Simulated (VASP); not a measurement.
Cl: single point with PBEsol

Crystal: Cl.

```
Cl
1.0
     6.25850   -4.01965    0.00000
     6.25850    4.01965    0.00000
     0.00000    0.00000    8.15702
Cl
16
Direct
  0.42729 0.08739 0.60171
  0.06949 0.42227 0.39056
  0.31658 0.19494 0.09839
  0.19369 0.32812 0.88661
  0.42552 0.55755 0.60807
  0.04903 0.94199 0.38951
  0.31878 0.68730 0.10501
  0.18215 0.81813 0.89730
  0.93010 0.06547 0.60173
  0.57827 0.41905 0.41137
  0.79618 0.20838 0.11675
  0.70232 0.29603 0.88771
  0.92434 0.56986 0.59381
  0.57340 0.93283 0.40075
  0.82637 0.68314 0.11036
  0.67934 0.81161 0.90701
```

| Property | Result |
| --- | --- |
| Program | VASP 6.6.1 |
| Task | single point |
| Functional | PBEsol |
| Potentials or basis | VASP PAW PBE potentials, release 64 (Cl) |
| Cutoff | 400 eV |
| k mesh | 2 × 2 × 2 |
| Occupations | fermi-dirac, width 0.039 eV |
| Spin | no spin polarisation |

```
Pressure               : 0.1 GPa
Largest force          : 0.634 eV/Å
Band gap on the k mesh : 2.11 eV (least direct gap 2.21 eV)
```

Forces on the atoms (eV/Å):
```
Cl  -0.116 -0.469 -0.079
Cl   0.061  0.472  0.106
Cl  -0.021  0.112  0.026
Cl  -0.086 -0.075  0.037
Cl   0.106  0.087  0.367
Cl   0.050 -0.138 -0.276
Cl  -0.011  0.062  0.001
Cl   0.028 -0.022 -0.039
Cl   0.003 -0.087  0.531
Cl  -0.001  0.208 -0.599
Cl  -0.015 -0.330 -0.090
Cl   0.025  0.225  0.075
Cl   0.011 -0.492 -0.065
Cl  -0.033  0.473  0.083
Cl  -0.059  0.004  0.180
Cl   0.058 -0.028 -0.258
```

Stress tensor (GPa, compression positive):
```
 0.76  0.01 -0.02
 0.01  0.20 -0.32
-0.02 -0.32 -0.56
```

Levels at points of the mesh, in eV from the valence-band top:
```
           k point  band 54  band 55  band 56  band 57  band 58  band 59
(0.00, 0.00, 0.00)    -0.28    -0.19    -0.11     2.11     2.21     2.70
(0.50, 0.00, 0.00)    -0.32    -0.25    -0.24     2.19     2.29     2.36
(0.00, 0.50, 0.00)    -0.31    -0.28    -0.26     2.18     2.30     2.36
(0.50, 0.50, 0.00)    -0.28    -0.22    -0.18     2.16     2.23     2.71
(0.00, 0.00, 0.50)    -0.14    -0.01     0.00     2.27     2.30     2.36
(0.50, 0.00, 0.50)    -0.34    -0.28    -0.22     2.32     2.34     2.49
(0.00, 0.50, 0.50)    -0.34    -0.29    -0.24     2.30     2.37     2.49
(0.50, 0.50, 0.50)    -0.30    -0.11    -0.07     2.30     2.31     2.41
```

Run time: 2.5 min on 1 thread of Intel(R) Xeon(R) 6975P-C (Granite Rapids) (shared host), peak memory 0.37 GiB.

Caveat: the k points lie up to 0.46 Å⁻¹ apart; the atoms stand as in a frame of molecular dynamics; this functional lacks dispersion, which holds the molecules together, so the pressure and a relaxed volume are unreliable; the PAW data sets were made with another functional, which shifts forces and pressure a little. A k mesh can miss the band edges.
